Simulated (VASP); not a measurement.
# Ge in VASP: further runs

The runs below take Ge through single point, relaxation of cell and atoms, with PBE.

Program: VASP 6.6.1. These are calculated values, not measurements. Logs are shortened: lines on timing, memory, paths and dates and some standing lists are left out, and cuts for length are marked.

**1. The cell of the first run**

The typed cell holds 4 atoms: a = 3.836 Å, b = 3.836 Å, c = 5.415 Å, α = 90.00°, β = 90.00°, γ = 90.01°.

This isn't the form of Ge at room conditions, which is diamond.

**2. Single point, PBE**

The input, INCAR:

```
SYSTEM = Ge
PREC     = Accurate       ! precision mode
ENCUT    = 520            ! plane-wave cutoff, eV
EDIFF    = 1E-6           ! SCF threshold, eV
ISMEAR   = 0              ! smearing method
SIGMA    = 0.2            ! smearing width, eV
LREAL    = .False.        ! projectors in reciprocal space
LASPH    = .True.         ! aspherical terms in the spheres
NELM     = 100            ! most SCF steps
ALGO     = Normal         ! electronic algorithm
ISIF     = 2              ! what is computed and relaxed
LWAVE    = .False.        ! write WAVECAR
LCHARG   = .True.         ! write CHGCAR
GGA      = PE             ! functional
LELF     = .True.         ! ELF
LVHAR    = .True.       
NBANDS   = 36             ! bands
```

The input, KPOINTS:

```
regular mesh
0
Gamma
  6 6 4
  0 0 0
```

The input, POSCAR:

```
Ge
1.0
    2.7120791489     -2.7124487266      0.0000000000
    2.7120791489      2.7124487266      0.0000000000
    0.0000000000      0.0000000000      5.4154931156
Ge
4
Direct
    0.7500041443      0.2499958557      0.0000000000
    0.7500041443      0.2499958557      0.5000000000
    0.2499958557      0.7500041443      0.0000000000
    0.2499958557      0.7500041443      0.5000000000
```

Potentials or basis: VASP PAW PBE potentials, release 64 (Ge_d).

Started as:

```
> cat potpaw_PBE.64/Ge_d/POTCAR > POTCAR
> mpirun -np 1 vasp_std > vasp.out
```

OUTCAR:

```text
SYSTEM = Ge
   PREC = Accurate
   ENCUT = 520
   EDIFF = 1E-6
   ISMEAR = 0
   LREAL = .False.
   LASPH = .True.
   NELM = 100
   ISIF = 2
   GGA = PE

 ion  position               nearest neighbor table
   1  0.750  0.250  0.000-   2 2.71   2 2.71   3 2.71   3 2.71   3 2.71   3 2.71
   2  0.750  0.250  0.500-   1 2.71   1 2.71   4 2.71   4 2.71   4 2.71   4 2.71
   3  0.250  0.750  0.000-   4 2.71   4 2.71   1 2.71   1 2.71   1 2.71   1 2.71
   4  0.250  0.750  0.500-   3 2.71   3 2.71   2 2.71   2 2.71   2 2.71   2 2.71

  LATTYP: Found a base centered orthorhombic cell.
 ALAT       =     5.4241582978
 B/A-ratio  =     1.0001362710
 C/A-ratio  =     0.9984024835

  Lattice vectors:

 A1 = (   2.7120791489,  -2.7124487266,   0.0000000000)
 A2 = (   2.7120791489,   2.7124487266,   0.0000000000)
 A3 = (   0.0000000000,   0.0000000000,   5.4154931156)

Analysis of symmetry for initial positions (statically):
=====================================================================
 Subroutine PRICEL returns following result:

  LATTYP: Found a base centered orthorhombic cell.
 ALAT       =     5.4241582978
 B/A-ratio  =     1.0001362710
 C/A-ratio  =     0.4992012418

  Lattice vectors:

 A1 = (   2.7120791489,  -2.7124487266,   0.0000000000)
 A2 = (   2.7120791489,   2.7124487266,   0.0000000000)
 A3 = (   0.0000000000,   0.0000000000,   2.7077465578)

   2 primitive cells build up your supercell.

 Routine SETGRP: Setting up the symmetry group for a
 base centered orthorhombic supercell.

 Subroutine GETGRP returns: Found  8 space group operations
 (whereof  8 operations were pure point group operations)
 out of a pool of  8 trial point group operations.

The static configuration has the point symmetry D_2h.

Analysis of symmetry for dynamics (positions and initial velocities):
=====================================================================
 Subroutine PRICEL returns following result:

  LATTYP: Found a base centered orthorhombic cell.
 ALAT       =     5.4241582978
 B/A-ratio  =     1.0001362710
 C/A-ratio  =     0.4992012418

  Lattice vectors:

 A1 = (   2.7120791489,  -2.7124487266,   0.0000000000)
 A2 = (   2.7120791489,   2.7124487266,   0.0000000000)
 A3 = (   0.0000000000,   0.0000000000,   2.7077465578)

   2 primitive cells build up your supercell.

 Routine SETGRP: Setting up the symmetry group for a
 base centered orthorhombic supercell.

 Subroutine GETGRP returns: Found  8 space group operations
 (whereof  8 operations were pure point group operations)
 out of a pool of  8 trial point group operations.

The dynamic configuration has the point symmetry D_2h.

 Subroutine INISYM returns: Found  8 space group operations
 (whereof  8 operations are pure point group operations),
 and found     2 'primitive' translations

----------------------------------------------------------------------------------------

                                     Primitive cell

  volume of cell :      39.8384

  direct lattice vectors                    reciprocal lattice vectors
     2.712079149 -2.712448727  0.000000000     0.184360401 -0.184335282  0.000000000
     2.712079149  2.712448727  0.000000000     0.184360401  0.184335282  0.000000000
     0.000000000  0.000000000  2.707746558     0.000000000  0.000000000  0.369310782

  length of vectors
     3.835720454  3.835720454  2.707746558     0.260707218  0.260707218  0.369310782

  position of ions in fractional coordinates (direct lattice)
     0.750004144  0.249995856  0.000000000
     0.249995856  0.750004144  0.000000000

  ion indices of the primitive-cell ions
   primitive index   ion index
                 1           1
                 2           3

----------------------------------------------------------------------------------------

 KPOINTS: regular mesh

Automatic generation of k-mesh.
 Grid dimensions read from file:
 generate k-points for:    6    6    4

 Generating k-lattice:

  Cartesian coordinates                     Fractional coordinates (reciprocal lattice)
     0.030726734 -0.030722547  0.000000000     0.166666667  0.000000000  0.000000000
     0.030726734  0.030722547  0.000000000     0.000000000  0.166666667  0.000000000
     0.000000000  0.000000000  0.046163848     0.000000000  0.000000000  0.250000000

  Length of vectors
     0.043451203  0.043451203  0.046163848

  Shift w.r.t. Gamma in fractional coordinates (k-lattice)
     0.000000000  0.000000000  0.000000000

 Subroutine IBZKPT returns following result:
 ===========================================

 Found     39 irreducible k-points:

 Following reciprocal coordinates:
            Coordinates               Weight
  0.000000  0.000000  0.000000      1.000000
  0.166667  0.000000  0.000000      4.000000
  0.333333 -0.000000  0.000000      4.000000
  0.500000  0.000000  0.000000      2.000000
  0.166667  0.166667  0.000000      2.000000
  0.333333  0.166667  0.000000      4.000000
[... 16 lines left out ...]
  0.333333  0.333333  0.250000      4.000000
  0.500000  0.333333  0.250000      8.000000
 [... further k-points ...]
   k-points           NKPTS =     39   k-points in BZ     NKDIM =     39   number of bands    NBANDS=     36
   number of dos      NEDOS =    301   number of ions     NIONS =      4
   total plane-waves  NPLWV =  36000
   dimension x,y,z NGX =    30 NGY =   30 NGZ =   40
   dimension x,y,z NGXF=    60 NGYF=   60 NGZF=   80
   ions per type =               4
   NGX,Y,Z   is equivalent  to a cutoff of  13.00, 13.00, 12.28 a.u.
   NGXF,Y,Z  is equivalent  to a cutoff of  26.00, 26.00, 24.56 a.u.
 SYSTEM =  Ge
   PREC   = accura    normal or accurate (medium, high low for compatibility)
   ISTART =      0    job   : 0-new  1-cont  2-samecut
   ICHARG =      2    charge: 1-file 2-atom 10-const
   ISPIN  =      1    spin polarized calculation?
   LNONCOLLINEAR =      F non collinear calculations
   LSORBIT =      F    spin-orbit coupling
   LASPH  =      T    aspherical Exc in radial PAW
   ENCUT  =  520.0 eV  38.22 Ry    6.18 a.u.   7.13  7.13 10.07*2*pi/ulx,y,z
   NELM   =    100;   NELMIN=  2; NELMDL= -5     # of ELM steps
   EDIFF  = 0.1E-05   stopping-criterion for ELM
   LREAL  =      F    real-space projection
[... 7 lines left out ...]
   TEBEG  =    0.0;   TEEND  =   0.0 temperature during run
   PSTRESS=    0.0 pullay stress
   NELECT =      56.0000    total number of electrons
   NUPDOWN=      -1.0000    fix difference up-down
   EMIN   =  10.00;   EMAX   =-10.00  energy-range for DOS
   EFERMI =   0.00;   METHOD = LEGACY
   ISMEAR =     0;   SIGMA  =   0.20  broadening in eV -4-tet -1-fermi 0-gaus
   EFERMI_NEDOS =   21; number of points for ismear=-14 and -15
   IALGO  =     38    algorithm
   IMIX   =      4    mixing-type and parameters
     AMIX     =   0.40;   BMIX     =  1.00
     AMIX_MAG =   1.60;   BMIX_MAG =  1.00
  volume/ion in A,a.u.               =      19.92       134.42
  Fermi-wavevector in a.u.,A,eV,Ry     =   1.455549  2.750589 28.825620  2.118623
  Thomas-Fermi vector in A             =   2.572571
   LORBIT       =      0    0 simple, 1 ext, 2 COOP (PROOUT), +10 PAW based schemes
   GGA     = PE    functional components
   LHFCALC =     F    Hartree Fock is set to
   AEXX    =    0.0000 exact exchange contribution
   IVDW    =     0    specifies the selected vdW correction
   LEPSILON=     F    determine dielectric tensor
   LRPA    =     F    only Hartree local field effects (RPA)
 non-spin polarized calculation
 Gauss-broadening in eV      SIGMA  =   0.20
  energy-cutoff  :      520.00
  volume of cell :       79.68
 maximum number of plane-waves:      2180
 NGX is ok and might be reduce to    30

 number of electron      55.9999993 magnetization

 Free energy of the ion-electron system (eV)
  ---------------------------------------------------
  ext. energy  EPLUGINS =         0.00000000
  ---------------------------------------------------
  free energy    TOTEN  =       -16.99530490 eV

  energy without entropy =      -16.93947303  energy(sigma->0) =      -16.96738897

 E-fermi :   5.8953     XC(G=0): -10.9093

 val. band max:        5.8112984478   @ k =  -0.3333   0.3333   0.2500
 cond. band min:       5.9126007810   @ k =  -0.1667   0.1667   0.5000
 fundamental gap:      0.1013023332
 Fermi energy:         5.8953304737

 k-point     1 :       0.0000    0.0000    0.0000
  band No.  band energies     occupation
      1     -18.7518      2.00000
      2     -18.7504      2.00000
      3     -18.7384      2.00000
      4     -18.6637      2.00000
      5     -18.6498      2.00000
      6     -18.6485      2.00000
[... 28 lines left out ...]
     35      12.8050      0.00000
     36      12.8132      0.00000

 k-point     2 :       0.1667    0.0000    0.0000
  band No.  band energies     occupation
      1     -18.7428      2.00000
      2     -18.7321      2.00000
      3     -18.7191      2.00000
      4     -18.6537      2.00000
      5     -18.6514      2.00000
      6     -18.6442      2.00000
[... 28 lines left out ...]
     35      12.8021      0.00000
     36      13.0680      0.00000

 k-point     3 :       0.3333   -0.0000    0.0000
  band No.  band energies     occupation
      1     -18.7225      2.00000
      2     -18.6773      2.00000
      3     -18.6710      2.00000
      4     -18.6656      2.00000
      5     -18.6320      2.00000
      6     -18.6289      2.00000
[... 28 lines left out ...]
     35      12.8587      0.00000
     36      13.5868      0.00000

 k-point     4 :       0.5000    0.0000    0.0000
  band No.  band energies     occupation
      1     -18.6961      2.00000
      2     -18.6960      2.00000
      3     -18.6137      2.00000
      4     -18.6137      2.00000
      5     -18.6095      2.00000
      6     -18.6095      2.00000
[... 28 lines left out ...]
     35      14.0891      0.00000
     36      14.0893      0.00000

 k-point     5 :       0.1667    0.1667    0.0000
  band No.  band energies     occupation
      1     -18.7474      2.00000
      2     -18.7058      2.00000
      3     -18.7040      2.00000
      4     -18.6606      2.00000
      5     -18.6518      2.00000
      6     -18.6412      2.00000
[... 655 lines left out ...]
 k-point    22 :      -0.1667    0.1667    0.2500
  band No.  band energies     occupation
      1     -18.7304      2.00000
      2     -18.7082      2.00000
      3     -18.6904      2.00000
      4     -18.6394      2.00000
      5     -18.6394      2.00000
      6     -18.6304      2.00000
[... 28 lines left out ...]
     35      12.3523      0.00000
     36      13.2817      0.00000

 k-point    23 :       0.3333    0.3333    0.2500
  band No.  band energies     occupation
      1     -18.7210      2.00000
      2     -18.6804      2.00000
      3     -18.6666      2.00000
      4     -18.6457      2.00000
      5     -18.6272      2.00000
      6     -18.6015      2.00000
[... 28 lines left out ...]
     35      13.3685      0.00000
     36      13.7767      0.00000

 k-point    24 :       0.5000    0.3333    0.2500
  band No.  band energies     occupation
      1     -18.7078      2.00000
      2     -18.7078      2.00000
      3     -18.6442      2.00000
      4     -18.6441      2.00000
      5     -18.6414      2.00000
      6     -18.6414      2.00000
[... 28 lines left out ...]
     35      13.8366      0.00000
     36      13.8393      0.00000

 [... further k-points ...]
[... 5 lines left out ...]
  --------------------------------------------------------------------------------------
  -------------------------------------------------------------------------------------
  Total        0.4564322      0.4549970     -0.1376467     -0.0000000      0.0000000      0.0000000
  in kB        9.1781463      9.1492855     -2.7678614     -0.0000000      0.0000000      0.0000000
  external PRESSURE =       5.1865235 kB  Pullay stress =       0.0000000 kB

 VOLUME and BASIS-vectors are now :
 -----------------------------------------------------------------------------
  energy-cutoff  :      520.00
  volume of cell :       79.68
      direct lattice vectors                 reciprocal lattice vectors
     2.712079149 -2.712448727  0.000000000     0.184360401 -0.184335282  0.000000000
     2.712079149  2.712448727  0.000000000     0.184360401  0.184335282  0.000000000
     0.000000000  0.000000000  5.415493116     0.000000000  0.000000000  0.184655391

 POSITION                                       TOTAL-FORCE (eV/Angst)
 -----------------------------------------------------------------------------------
      2.71208     -1.35625      0.00000         0.000000      0.000153     -0.000000
      2.71208     -1.35625      2.70775         0.000000      0.000153      0.000000
      2.71208      1.35625      0.00000         0.000000     -0.000153      0.000000
      2.71208      1.35625      2.70775         0.000000     -0.000153      0.000000
 -----------------------------------------------------------------------------------
    total drift:                                0.000000      0.000000      0.000000

  FREE ENERGIE OF THE ION-ELECTRON SYSTEM (eV)
  ---------------------------------------------------
  free  energy   TOTEN  =       -16.9953049039 eV

  energy  without entropy=      -16.9394730299  energy(sigma->0) =      -16.96738897
```

Run time: 1.7 min. Hardware: 1 thread of Intel Xeon 8259CL, shared host; peak memory 0.23 GiB.

Results:

| Quantity | Value |
| --- | --- |
| Free energy | -16.9953 eV |
| Pressure | 0.5 GPa |
| Band gap on the k mesh | zero (bands 28 and 29 overlap by 3.82 eV) |

**3. Single point, PBE**

This run uses another cell than the first one: it holds 2 atoms, not 4.

The input, INCAR:

```
  ALGO = Normal
  EDIFF = 1E-7
  ENCUT = 520
  GGA = PE
  ISIF = 2
  ISMEAR = 0
  LASPH = T
  LCHARG = F
  LREAL = F
  LWAVE = F
  NBANDS = 21
  NELM = 80
  PREC = Accurate
  SIGMA = 0.1
```

The input, KPOINTS:

```
k-points
0
Gamma
  14 14 20
```

The input, POSCAR:

```
Ge
1.0
    2.7120791489     -2.7124487266      0.0000000000
    2.7120791489      2.7124487266      0.0000000000
    0.0000000000      0.0000000000      2.7077465578
Ge
2
Direct
    0.7500041443      0.2499958557      0.0000000000
    0.2499958557      0.7500041443      0.0000000000
```

Potentials or basis: VASP PAW PBE potentials, release 64 (Ge_d).

Started as:

```
> cat potpaw_PBE.64/Ge_d/POTCAR > POTCAR
> mpirun -np 1 vasp_std > vasp.out
```

It took 6.2 min on 1 thread of Intel Xeon 8259CL, shared host; peak memory 0.48 GiB.

It converged, with:

| Item | Value |
| --- | --- |
| Free energy | -8.5454 eV |
| Pressure | 0.1 GPa |
| Band gap on the k mesh | zero (bands 14 and 15 overlap by 3.92 eV) |

Levels at points of the mesh, in eV from the Fermi level:
```csv
k point,band 10,band 11,band 12,band 13,band 14,band 15,band 16,band 17,band 18,band 19
"(0.00, 0.00, 0.00)",-24.35,-12.72,-5.10,-2.52,-2.52,3.19,6.57,6.57,6.63,10.01
"(0.50, 0.00, 0.00)",-24.45,-10.31,-10.31,0.22,0.22,1.09,1.09,8.85,8.85,11.70
"(0.50, 0.50, 0.00)",-24.42,-9.02,-9.02,-5.56,-5.56,9.41,9.41,9.47,9.47,13.23
"(0.00, 0.00, 0.50)",-24.34,-9.00,-5.56,-0.55,0.32,0.35,0.35,6.90,6.90,6.91
"(0.50, 0.00, 0.50)",-24.40,-6.59,-6.59,-3.30,-3.30,3.12,3.12,4.88,4.88,8.18
"(0.50, 0.50, 0.50)",-24.35,-5.07,-5.07,-2.52,-2.52,-2.50,-2.50,3.20,3.20,12.21
```

(Continued in part 2 of 2.)

The gap in the log of VASP goes by the Fermi energy; the results here count the filled bands.